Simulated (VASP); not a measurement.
# Sb (R-3m) in VASP: settings compared

The runs below take Sb through single point, with LDA, PBEsol, PBE.

Program: VASP 6.6.1. These are calculated values, not measurements. Logs are shortened: lines on timing, memory, paths and dates and some standing lists are left out, and cuts for length are marked.

### Step 1. The cell of the first run

Symmetry: R-3m, No. 166, trigonal system. The conventional cell has a = 4.301 Å, b = 4.301 Å, c = 11.232 Å, α = 90.00°, β = 90.00°, γ = 120.00°. Within 3.8 Å of Sb (site symmetry 3m) lie 6 Sb at 2.90 to 3.34 Å.

### Step 2. Single point, LDA

The input, INCAR:

```
SYSTEM = Sb
ALGO     = Normal         ! electronic algorithm
EDIFF    = 1E-6           ! SCF threshold, eV
ENCUT    = 520            ! plane-wave cutoff, eV
GGA      = CA             ! functional
ISIF     = 2              ! what is computed and relaxed
ISMEAR   = -1             ! smearing method
LASPH    = .TRUE.         ! aspherical terms in the spheres
LCHARG   = .FALSE.        ! write CHGCAR
LREAL    = .FALSE.        ! projectors in reciprocal space
LWAVE    = .FALSE.        ! write WAVECAR
NBANDS   = 12             ! bands
NELM     = 80             ! most SCF steps
PREC     = Accurate       ! precision mode
SIGMA    = 0.05           ! smearing width, eV
```

The input, KPOINTS:

```
k-points
0
G
  9 9 9
  0 0 0
```

The input, POSCAR:

```
Sb
1.0
    2.1506003320      1.2416496806      3.7440000000
   -2.1506003320      1.2416496806      3.7440000000
    0.0000000000     -2.4832993611      3.7440000000
Sb
2
Direct
    0.2336400000      0.2336400000      0.2336400000
    0.7663600000      0.7663600000      0.7663600000
```

Potentials or basis: VASP PAW LDA potentials, release 64 (Sb).

The run is started by

```
$ cat potpaw_LDA.64/Sb/POTCAR > POTCAR
$ mpirun -np 1 vasp_std > vasp.out
```

OUTCAR:

```text
SYSTEM = Sb
   EDIFF = 1E-6
   ENCUT = 520
   GGA = CA
   ISIF = 2
   ISMEAR = -1
   LASPH = .TRUE.
   LREAL = .FALSE.
   NELM = 80
   PREC = Accurate

 ion  position               nearest neighbor table
   1  0.234  0.234  0.234-   2 2.90   2 2.90   2 2.90   2 3.34   2 3.34   2 3.34
   2  0.766  0.766  0.766-   1 2.90   1 2.90   1 2.90   1 3.34   1 3.34   1 3.34

  LATTYP: Found a trigonal (rhomboedric) cell.
 ALAT       =     4.4926953733
 COS(alpha) =     0.5417151843

  Lattice vectors:

 A1 = (   2.1506003320,   1.2416496806,   3.7440000000)
 A2 = (  -2.1506003320,   1.2416496806,   3.7440000000)
 A3 = (   0.0000000000,  -2.4832993611,   3.7440000000)

Analysis of symmetry for initial positions (statically):
=====================================================================
 Subroutine PRICEL returns:
 Original cell was already a primitive cell.

 Routine SETGRP: Setting up the symmetry group for a
 trigonal (rhombohedral) supercell.

 Subroutine GETGRP returns: Found 12 space group operations
 (whereof 12 operations were pure point group operations)
 out of a pool of 12 trial point group operations.

The static configuration has the point symmetry D_3d.

Analysis of symmetry for dynamics (positions and initial velocities):
=====================================================================
 Subroutine PRICEL returns:
 Original cell was already a primitive cell.

 Routine SETGRP: Setting up the symmetry group for a
 trigonal (rhombohedral) supercell.

 Subroutine GETGRP returns: Found 12 space group operations
 (whereof 12 operations were pure point group operations)
 out of a pool of 12 trial point group operations.

The dynamic configuration has the point symmetry D_3d.

 Subroutine INISYM returns: Found 12 space group operations
 (whereof 12 operations are pure point group operations),
 and found     1 'primitive' translations

----------------------------------------------------------------------------------------

                                     Primitive cell

  volume of cell :      59.9854

  direct lattice vectors                    reciprocal lattice vectors
     2.150600332  1.241649681  3.744000000     0.232493222  0.134230024  0.089031339
    -2.150600332  1.241649681  3.744000000    -0.232493222  0.134230024  0.089031339
     0.000000000 -2.483299361  3.744000000     0.000000000 -0.268460048  0.089031339

  length of vectors
     4.492695373  4.492695373  4.492695373     0.282838075  0.282838075  0.282838075

  position of ions in fractional coordinates (direct lattice)
     0.233640000  0.233640000  0.233640000
     0.766360000  0.766360000  0.766360000

  ion indices of the primitive-cell ions
   primitive index   ion index
                 1           1
                 2           2

----------------------------------------------------------------------------------------

 KPOINTS: k-points

Automatic generation of k-mesh.
 Grid dimensions read from file:
 generate k-points for:    9    9    9

 Generating k-lattice:

  Cartesian coordinates                     Fractional coordinates (reciprocal lattice)
     0.025832580  0.014914447  0.009892371     0.111111111 -0.000000000 -0.000000000
    -0.025832580  0.014914447  0.009892371    -0.000000000  0.111111111 -0.000000000
     0.000000000 -0.029828894  0.009892371     0.000000000  0.000000000  0.111111111

  Length of vectors
     0.031426453  0.031426453  0.031426453

  Shift w.r.t. Gamma in fractional coordinates (k-lattice)
     0.000000000  0.000000000  0.000000000

 Subroutine IBZKPT returns following result:
 ===========================================

 Found     85 irreducible k-points:

 Following reciprocal coordinates:
            Coordinates               Weight
  0.000000  0.000000  0.000000      1.000000
  0.111111 -0.000000  0.000000      6.000000
  0.222222 -0.000000  0.000000      6.000000
  0.333333  0.000000  0.000000      6.000000
  0.444444 -0.000000  0.000000      6.000000
  0.111111  0.111111  0.000000      6.000000
[... 16 lines left out ...]
 -0.333333  0.333333  0.000000      6.000000
  0.444444  0.444444  0.000000      6.000000
 [... further k-points ...]
   k-points           NKPTS =     85   k-points in BZ     NKDIM =     85   number of bands    NBANDS=     12
   number of dos      NEDOS =    301   number of ions     NIONS =      2
   total plane-waves  NPLWV =  46656
   dimension x,y,z NGX =    36 NGY =   36 NGZ =   36
   dimension x,y,z NGXF=    72 NGYF=   72 NGZF=   72
   ions per type =               2
   NGX,Y,Z   is equivalent  to a cutoff of  13.32, 13.32, 13.32 a.u.
   NGXF,Y,Z  is equivalent  to a cutoff of  26.64, 26.64, 26.64 a.u.
 SYSTEM =  Sb
   PREC   = accura    normal or accurate (medium, high low for compatibility)
   ISTART =      0    job   : 0-new  1-cont  2-samecut
   ICHARG =      2    charge: 1-file 2-atom 10-const
   ISPIN  =      1    spin polarized calculation?
   LNONCOLLINEAR =      F non collinear calculations
   LSORBIT =      F    spin-orbit coupling
   LASPH  =      T    aspherical Exc in radial PAW
   ENCUT  =  520.0 eV  38.22 Ry    6.18 a.u.   8.35  8.35  8.35*2*pi/ulx,y,z
   NELM   =     80;   NELMIN=  2; NELMDL= -5     # of ELM steps
   EDIFF  = 0.1E-05   stopping-criterion for ELM
   LREAL  =      F    real-space projection
   EDIFFG = 0.1E-04   stopping-criterion for IOM
   NSW    =      0    number of steps for IOM
   IBRION =     -1    ionic relax: 0-MD 1-quasi-New 2-CG
   NFREE  =      0    steps in history (QN), initial steepest desc. (CG)
   ISIF   =      2    stress and relaxation
   ISYM   =      2    0-nonsym 1-usesym 2-fastsym
   POTIM  = 0.5000    time-step for ionic-motion
   TEBEG  =    0.0;   TEEND  =   0.0 temperature during run
   PSTRESS=    0.0 pullay stress
   NELECT =      10.0000    total number of electrons
   NUPDOWN=      -1.0000    fix difference up-down
   EMIN   =  10.00;   EMAX   =-10.00  energy-range for DOS
   EFERMI =   0.00;   METHOD = LEGACY
   ISMEAR =    -1;   SIGMA  =   0.05  broadening in eV -4-tet -1-fermi 0-gaus
   EFERMI_NEDOS =   21; number of points for ismear=-14 and -15
   IALGO  =     38    algorithm
   IMIX   =      4    mixing-type and parameters
     AMIX     =   0.40;   BMIX     =  1.00
     AMIX_MAG =   1.60;   BMIX_MAG =  1.00
  volume/ion in A,a.u.               =      29.99       202.40
  Fermi-wavevector in a.u.,A,eV,Ry     =   0.901003  1.702649 11.045295  0.811806
  Thomas-Fermi vector in A             =   2.024030
   LORBIT       =      0    0 simple, 1 ext, 2 COOP (PROOUT), +10 PAW based schemes
   GGA     = CA    functional components
   LHFCALC =     F    Hartree Fock is set to
   AEXX    =    0.0000 exact exchange contribution
   IVDW    =     0    specifies the selected vdW correction
   LEPSILON=     F    determine dielectric tensor
   LRPA    =     F    only Hartree local field effects (RPA)
 non-spin polarized calculation
  energy-cutoff  :      520.00
  volume of cell :       59.99
 maximum number of plane-waves:      1628
 NGX is ok and might be reduce to    36
   NGX = 17   NGY = 17   NGZ = 17

 number of electron      10.0000000 magnetization

 Free energy of the ion-electron system (eV)
  ---------------------------------------------------
  ext. energy  EPLUGINS =         0.00000000
  ---------------------------------------------------
  free energy    TOTEN  =        -9.62661818 eV

  energy without entropy =       -9.62499724  energy(sigma->0) =       -9.62580771

 E-fermi :   7.2029     XC(G=0):  -9.7476

 val. band max:        7.1399448855   @ k =   0.3333   0.2222   0.2222
 cond. band min:       7.2321700095   @ k =   0.4444  -0.0000   0.0000
 fundamental gap:      0.0922251240
 Fermi energy:         7.2028651192

 k-point     1 :       0.0000    0.0000    0.0000
  band No.  band energies     occupation
      1      -5.5627      2.00000
      2       2.3759      2.00000
      3       5.1685      2.00000
      4       5.4208      2.00000
      5       5.4208      2.00000
      6       9.2935      0.00000
      7       9.9123      0.00000
      8       9.9123      0.00000
      9      12.2955      0.00000
     10      12.2955      0.00000
     11      12.4607      0.00000
     12      13.7624      0.00000

 k-point     2 :       0.1111   -0.0000    0.0000
  band No.  band energies     occupation
      1      -5.4258      2.00000
      2       1.7838      2.00000
      3       5.2064      2.00000
      4       5.3897      2.00000
      5       5.6467      2.00000
      6       9.2160      0.00000
      7       9.5529      0.00000
      8       9.5935      0.00000
      9      11.8092      0.00000
     10      12.2323      0.00000
     11      12.3490      0.00000
     12      14.6661      0.00000

 k-point     3 :       0.2222   -0.0000    0.0000
  band No.  band energies     occupation
      1      -5.0184      2.00000
      2       0.5309      2.00000
      3       5.2205      2.00000
      4       5.3295      2.00000
      5       6.0557      2.00000
      6       8.6563      0.00000
      7       8.8021      0.00000
      8       8.8692      0.00000
      9      11.9347      0.00000
     10      12.5175      0.00000
     11      12.9653      0.00000
     12      16.4182      0.00000
[... 286 lines left out ...]
 k-point    23 :      -0.3333    0.3333    0.0000
  band No.  band energies     occupation
      1      -2.5045      2.00000
      2      -2.3262      2.00000
      3       2.1372      2.00000
      4       4.4037      2.00000
      5       4.6537      2.00000
      6       9.3916      0.00000
      7       9.7404      0.00000
      8      12.3411      0.00000
      9      12.6061      0.00000
     10      13.6677      0.00000
     11      15.0097      0.00000
     12      17.1457      0.00000

 k-point    24 :       0.4444    0.4444    0.0000
  band No.  band energies     occupation
      1      -3.3342      2.00000
      2      -0.7168      2.00000
      3       1.9320      2.00000
      4       3.5249      2.00000
      5       3.5883      2.00000
      6       8.7774      0.00000
      7      12.0630      0.00000
      8      12.6285      0.00000
      9      13.6734      0.00000
     10      15.6751      0.00000
     11      16.8374      0.00000
     12      17.8613      0.00000

 [... further k-points ...]

------------------------ aborting loop because EDIFF is reached ----------------------------------------

  FORCE on cell =-STRESS in cart. coord.  units (eV):
  Direction    XX          YY          ZZ          XY          YZ          ZX
  --------------------------------------------------------------------------------------
  -------------------------------------------------------------------------------------
  Total       -0.1374036     -0.1374036     -0.3213997      0.0000000     -0.0000000      0.0000000
  in kB       -3.6699735     -3.6699735     -8.5844049      0.0000000     -0.0000000      0.0000000
  external PRESSURE =      -5.3081173 kB  Pullay stress =       0.0000000 kB

 VOLUME and BASIS-vectors are now :
 -----------------------------------------------------------------------------
  energy-cutoff  :      520.00
  volume of cell :       59.99
      direct lattice vectors                 reciprocal lattice vectors
     2.150600332  1.241649681  3.744000000     0.232493222  0.134230024  0.089031339
    -2.150600332  1.241649681  3.744000000    -0.232493222  0.134230024  0.089031339
     0.000000000 -2.483299361  3.744000000     0.000000000 -0.268460048  0.089031339

 POSITION                                       TOTAL-FORCE (eV/Angst)
 -----------------------------------------------------------------------------------
      0.00000      0.00000      2.62424         0.000000      0.000000      0.120677
      0.00000      0.00000      8.60776         0.000000     -0.000000     -0.120677
 -----------------------------------------------------------------------------------
    total drift:                                0.000000     -0.000000      0.000000

  FREE ENERGIE OF THE ION-ELECTRON SYSTEM (eV)
  ---------------------------------------------------
  free  energy   TOTEN  =        -9.6266181845 eV

  energy  without entropy=       -9.6249972362  energy(sigma->0) =       -9.62580771
```

Wall time 16 s (1 thread of Intel Xeon 6975P-C (Granite Rapids), shared host); peak memory 0.19 GiB.

Results:

| Property | Result |
| --- | --- |
| Free energy | -9.6266 eV |
| Pressure | -0.5 GPa |
| Largest force | 0.121 eV/Å |
| Band gap on the k mesh | 0.09 eV, indirect (least direct gap 0.49 eV) |

Forces on the atoms (eV/Å):
```
Sb   0.000  0.000  0.121
Sb   0.000  0.000 -0.121
```

Stress tensor (GPa, compression positive):
```
-0.37  0.00  0.00
 0.00 -0.37  0.00
 0.00  0.00 -0.86
```

Levels at points of the mesh, in eV from the valence-band top:
```
           k point  band 3  band 4  band 5  band 6  band 7  band 8
(0.00, 0.00, 0.00)   -1.97   -1.72   -1.72    2.15    2.77    2.77
```

Caveat: spin-orbit coupling is left out, which moves the levels of the heavy elements.

### Step 3. Single point, PBEsol

The input, INCAR:

```
SYSTEM = Sb
PREC     = Accurate       ! precision mode
ENCUT    = 520            ! plane-wave cutoff, eV
EDIFF    = 1E-7           ! SCF threshold, eV
ISMEAR   = -1             ! smearing method
SIGMA    = 0.05           ! smearing width, eV
LREAL    = .FALSE.        ! projectors in reciprocal space
LASPH    = .TRUE.         ! aspherical terms in the spheres
NELM     = 80             ! most SCF steps
ALGO     = Normal         ! electronic algorithm
ISIF     = 2              ! what is computed and relaxed
LWAVE    = .FALSE.        ! write WAVECAR
LCHARG   = .TRUE.         ! write CHGCAR
GGA      = PS             ! functional
LELF     = .TRUE.         ! ELF
LVHAR    = .TRUE.       
NBANDS   = 12             ! bands
```

The input, KPOINTS:

```
Automatic mesh
0
G
  9 9 9
  0 0 0
```

POSCAR is that of step 2.

Potentials or basis: VASP PAW PBE potentials, release 64 (Sb).

The run is started by

```
$ cat potpaw_PBE.64/Sb/POTCAR > POTCAR
$ mpirun -np 1 vasp_std > vasp.out
```

Wall time 22 s (1 thread of Intel Xeon 6975P-C (Granite Rapids), shared host); peak memory 0.22 GiB.

It converged, with:

* Free energy: -9.1170 eV
* Pressure: 0.6 GPa
* Largest force: 0.200 eV/Å
* Band gap on the k mesh: 0.07 eV, indirect (least direct gap 0.48 eV)

Forces in eV/Å, atoms in the order of the input:
```
Sb   0.000  0.000  0.200
Sb   0.000  0.000 -0.200
```

Stress tensor (GPa, compression positive):
```
0.80 0.00 0.00
0.00 0.80 0.00
0.00 0.00 0.23
```

Levels at points of the mesh, in eV from the valence-band top:
```csv
k point,band 1,band 2,band 3,band 4,band 5,band 6,band 7,band 8,band 9,band 10
"(0.00, 0.00, 0.00)",-12.73,-4.70,-2.00,-1.74,-1.74,2.13,2.77,2.77,5.11,5.11
```

Caveat: the PAW data sets were made with another functional, which shifts forces and pressure a little; spin-orbit coupling is left out, which moves the levels of the heavy elements.

### Step 4. Single point, PBE

The input, INCAR:

```
SYSTEM = Sb
ALGO     = Normal         ! electronic algorithm
EDIFF    = 1E-6           ! SCF threshold, eV
ENCUT    = 520            ! plane-wave cutoff, eV
GGA      = PE             ! functional
ISIF     = 2              ! what is computed and relaxed
ISMEAR   = -1             ! smearing method
LASPH    = .True.         ! aspherical terms in the spheres
LCHARG   = .False.        ! write CHGCAR
LREAL    = .False.        ! projectors in reciprocal space
LWAVE    = .False.        ! write WAVECAR
NBANDS   = 12             ! bands
NELM     = 80             ! most SCF steps
PREC     = Accurate       ! precision mode
SIGMA    = 0.05           ! smearing width, eV
```

The input, KPOINTS:

```
k-points
0
Gamma
  9 9 9
  0 0 0
```

POSCAR is that of step 3.

The run is started by

```
$ cat potpaw_PBE.64/Sb/POTCAR > POTCAR
$ mpirun -np 1 vasp_std > vasp.out
```

It took 19 s on 1 thread of Intel Xeon 6975P-C (Granite Rapids), shared host; peak memory 0.22 GiB.

The run converged. Its results:

| Item | Value |
| --- | --- |
| Free energy | -8.2493 eV |
| Pressure | 3.2 GPa |
| Largest force | 0.244 eV/Å |
| Band gap on the k mesh | 0.07 eV, indirect (least direct gap 0.49 eV) |

Forces on the atoms (eV/Å):
```
Sb   0.000  0.000  0.244
Sb   0.000  0.000 -0.244
```

Stress tensor (GPa, compression positive):
```
3.39 0.00 0.00
0.00 3.39 0.00
0.00 0.00 2.85
```

Levels at points of the mesh, in eV from the valence-band top:
| k point | band 1 | band 2 | band 3 | band 4 | band 5 | band 6 | band 7 | band 8 | band 9 | band 10 |
| --- | --- | --- | --- | --- | --- | --- | --- | --- | --- | --- |
| (0.00, 0.00, 0.00) | -12.73 | -4.71 | -2.02 | -1.77 | -1.77 | 2.12 | 2.76 | 2.76 | 5.11 | 5.11 |

Caveat: spin-orbit coupling is left out, which moves the levels of the heavy elements. A k mesh can miss the band edges.

### Step 5. Single point, PBE (equal xx and yy strain of -2 %)

The input, INCAR:

```
SYSTEM = Sb
PREC = Accurate
ENCUT = 520
EDIFF = 1E-6
ISMEAR = -1
SIGMA = 0.05
LREAL = .False.
LASPH = .True.
NELM = 100
ALGO = Normal
ISIF = 2
LWAVE = .False.
LCHARG = .False.
GGA = PE
NBANDS = 12
```

The input, KPOINTS:

```
regular mesh
0
Gamma
  9 9 9
  0 0 0
```

The input, POSCAR:

```
Sb
1.0
    2.1075883254      1.2168166870      3.7440000000
   -2.1075883254      1.2168166870      3.7440000000
    0.0000000000     -2.4336333739      3.7440000000
Sb
2
Direct
    0.2336400000      0.2336400000      0.2336400000
    0.7663600000      0.7663600000      0.7663600000
```

The run is started by

```
$ cat potpaw_PBE.64/Sb/POTCAR > POTCAR
$ mpirun -np 1 vasp_std > vasp.out
```

Wall time 35 s (1 thread of AMD EPYC 9R14 (Zen 4), shared host); peak memory 0.19 GiB.

Results (log left out):

| Property | Result |
| --- | --- |
| Free energy | -8.1747 eV |
| Pressure | 6.2 GPa |
| Largest force | 0.484 eV/Å |
| Band gap on the k mesh | zero (band 5 reaches 8.02 eV, above the bottom of band 6 at 7.91 eV) |

Forces on the atoms (eV/Å):
```
Sb   0.000  0.000  0.484
Sb   0.000  0.000 -0.484
```

Stress tensor (GPa, compression positive):
```
6.77 0.00 0.00
0.00 6.77 0.00
0.00 0.00 5.05
```

Levels at points of the mesh, in eV from the Fermi level:
| k point | band 1 | band 2 | band 3 | band 4 | band 5 | band 6 | band 7 | band 8 | band 9 | band 10 |
| --- | --- | --- | --- | --- | --- | --- | --- | --- | --- | --- |
| (0.00, 0.00, 0.00) | -13.17 | -4.62 | -2.38 | -1.87 | -1.87 | 2.03 | 2.71 | 2.71 | 5.07 | 5.07 |

Caveat: the cell differs from its parent crystal (equal xx and yy strain of -2 %); spin-orbit coupling is left out, which moves the levels of the heavy elements.

### Step 6. The runs side by side

```tsv
level	potentials or basis	cell	gap on the mesh (eV)	pressure (GPa)	largest force (eV/Å)
LDA	VASP PAW LDA potentials, release 64 (Sb)	a = 4.493 Å, angles 57.2°, 2 atoms	0.09	-0.5	0.12
PBEsol	VASP PAW PBE potentials, release 64 (Sb)	a = 4.493 Å, angles 57.2°, 2 atoms	0.07	0.6	0.20
PBE	VASP PAW PBE potentials, release 64 (Sb)	a = 4.493 Å, angles 57.2°, 2 atoms	0.07	3.2	0.24
PBE	VASP PAW PBE potentials, release 64 (Sb)	a = 4.465 Å, angles 56.3°, 2 atoms	none	6.2	0.48
```

Alike in all rows: task single point; no spin polarisation; k mesh 9 × 9 × 9; cutoff (eV) 520; smearing fermi-dirac 0.05 eV.

Caveats: spin-orbit coupling is left out, which moves the levels of the heavy elements; the PAW data sets were made with another functional, which shifts forces and pressure a little (some runs).

Absolute energies hang on the potentials; compare differences alone.
